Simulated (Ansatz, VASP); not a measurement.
# Two plane-wave programs on Sb2Pt

File POSCAR:

```
Sb2Pt
1.0
    4.0599872515      0.0000000000      0.0000000000
   -2.0299936257      3.5160520988      0.0000000000
    0.0000000000      0.0000000000      5.2259058719
Pt Sb
1 2
Direct
    0.0000000000      0.0000000000      0.0000000000
    0.3333333333      0.6666666667      0.2584105895
    0.6666666667      0.3333333333      0.7415894105
```

INCAR.step1

```
PREC = Accurate
ENCUT = 520
ISMEAR = 0
SIGMA = 0.05
LREAL = F
LASPH = T
NELM = 100
NBANDS = 17
GGA = PE
ALGO = Normal
EDIFF = 1E-4
LWAVE = T
LCHARG = F
```

The input INCAR.step2:

```
PREC = Accurate
ENCUT = 520
EDIFF = 1E-6
ISMEAR = 0
SIGMA = 0.05
LREAL = F
LASPH = T
NELM = 100
ALGO = Normal
ISIF = 2
LWAVE = F
LCHARG = F
METAGGA = R2SCAN
LMIXTAU = T
NBANDS = 17
ISTART = 1
```

Contents of KPOINTS:

```
Automatic mesh
0
Gamma
  10 10 6
```

Input for Ansatz:

```yaml
crystal:
  lattice:
    - [4.0599872515, 0.0, 0.0]
    - [-2.0299936257, 3.5160520988, 0.0]
    - [0.0, 0.0, 5.2259058719]
  atoms:
    - { symbol: Pt, position: [0.0, 0.0, 0.0] }
    - { symbol: Sb, position: [0.3333333333, 0.6666666667, 0.2584105895] }
    - { symbol: Sb, position: [0.6666666667, 0.3333333333, 0.7415894105] }
basis:
  ecutwfc: 500
  ecutrho_ratio: 4
kpoints:
  mp_grid: { grid: [10, 10, 6] }
hamiltonian:
  xc: r2scan
scf:
  occupations: { method: gaussian, width: 0.05 }
output:
  forces: true
  stress: true
  eigenvalues: true
  populations: true
  write_density: true
  write_potential: true
  elf: true
  volumetric_format: npy
```

Alike in both runs: task single point; functional r2SCAN; k mesh 10 × 10 × 6; occupations gaussian, width 0.05 eV; no spin polarisation.

```csv
,VASP,Ansatz
version,VASP 6.6.1,Ansatz 0.2.0
potentials or method,"VASP PAW PBE potentials, release 64 (Pt, Sb), cutoff 520 eV","scalar-relativistic, plane waves, PAW"
valence electrons in the cell,20,48
```

Ansatz gave:

| Property | Result |
| --- | --- |
| gap on the k mesh at the Fermi level (eV) | none |
| pressure (GPa) | -2.3 |
| traceless stress, the component that is largest in VASP (GPa) | 0.43 |
| rms of the force components (eV/Å) | 0.108 |

Estimate VASP's values.

gap on the k mesh at the Fermi level (eV): none; pressure (GPa): -2.5; traceless stress, the component that is largest in VASP (GPa): 0.47; rms of the force components (eV/Å): 0.109.

VASP's potentials were made for PBE, not for r2SCAN. Atom by atom the forces differ by 0.001 eV/Å (rms over components). A gap of «none» marks a metal or a gap that the smearing closes. With one functional, cell and mesh, what is left measures potentials, basis and numerics. VASP's potentials hold 20 valence electrons a cell and Ansatz's 48, so a difference there can come from the potentials and not from the codes.

Neither program's run includes spin-orbit coupling.
